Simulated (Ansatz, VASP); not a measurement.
**Be in VASP and in Ansatz**

The input INCAR:

```
PREC     = Accurate       # precision mode
ENCUT    = 520            # plane-wave cutoff, eV
EDIFF    = 1E-7           # SCF threshold, eV
ISMEAR   = -1             # smearing method
SIGMA    = 0.1            # smearing width, eV
LREAL    = False          # projectors in reciprocal space
LASPH    = True           # aspherical terms in the spheres
NELM     = 60             # most SCF steps
ALGO     = Normal         # electronic algorithm
ISIF     = 2              # what is computed and relaxed
LWAVE    = False          # write WAVECAR
LCHARG   = False          # write CHGCAR
GGA      = B5             # functional
ALDAX    = 1.0          
AGGAX    = 1.0          
AGGAC    = 1.0          
ALDAC    = 0.0          
NBANDS   = 9              # bands
```

File KPOINTS:

```
regular mesh
0
Gamma
  12 12 12
```

The input POSCAR:

```
Be
1.0
    0.0000000000      2.4857320245      2.4857320245
    2.4857320245      0.0000000000      2.4857320245
    2.4857320245      2.4857320245      0.0000000000
Be
2
Direct
    0.1250000000      0.1250000000      0.1250000000
    0.8750000000      0.8750000000      0.8750000000
```

Input for Ansatz:

```yaml
crystal:
  lattice:
    - [0.0, 2.4857320245, 2.4857320245]
    - [2.4857320245, 0.0, 2.4857320245]
    - [2.4857320245, 2.4857320245, 0.0]
  atoms:
    - { symbol: Be, position: [0.125, 0.125, 0.125] }
    - { symbol: Be, position: [0.875, 0.875, 0.875] }
hamiltonian:
  xc: blyp
  pseudopotentials:
    kind: paw
    azcp:
      Be: "pseudopotentials/Be.paw.azcp"
basis:
  ecutwfc: 420
  fft_grid_basis: typed
kpoints:
  mp_grid: { grid: [12, 12, 12], shift: [0, 0, 0] }
magnetization:
  spin_polarized: false
scf:
  occupations: { method: fermi_dirac, width: 0.1 }
  lower_state_search: "off"
output:
  stress: true
```

Alike in both runs: task single point; functional BLYP; k mesh 12 × 12 × 12; occupations fermi-dirac, width 0.1 eV; no spin polarisation.

|  | VASP | Ansatz |
| --- | --- | --- |
| version | VASP 6.6.1 | Ansatz 0.2.0 |
| potentials or method | VASP PAW PBE potentials, release 64 (Be), cutoff 520 eV | plane waves (420 eV) with PAW, scalar-relativistic |
| valence electrons in the cell | 4 | 4 |

```csv
,VASP,Ansatz,Ansatz less VASP
pressure (GPa),0.0,0.0,-0.01
```

VASP's potentials were made for PBE, not for BLYP.
